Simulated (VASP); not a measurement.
Runs of VASP 6.6.1 on CdSe. The structure is that of space group Fm-3m (No. 225), or close to it. The cells are those of the table. 

```tsv
cell	gap on the mesh (eV)	pressure (GPa)
a = 4.100 Å, angles 60.0°, 2 atoms	0.03	-3.3
a = 4.135 Å, angles 60.0°, 2 atoms	0.03	-4.6
a = 4.170 Å, angles 60.0°, 2 atoms	0.02	(a)
a = 4.028 Å, angles 60.0°, 2 atoms	0.04	0.0
a = 3.953 Å, angles 60.0°, 2 atoms	0.02	(b)
```

Alike in all rows: task single point; level r2SCAN; potentials or basis VASP PAW PBE potentials, release 64 (Cd, Se); no spin polarisation; k mesh 6 × 6 × 6; cutoff (eV) 550; smearing gaussian 0.01 eV.

**Question.** Fill in the values left out.

**Answer.** (a) -5.7; (b) 4.5.

Caveats: the PAW data sets were made with another functional, which shifts forces and pressure a little; the cell stands under tension (at least some runs); the cell stands under pressure (at least some runs).

A k mesh can miss the band edges, and the runs leave out spin-orbit coupling on Cd, Se.
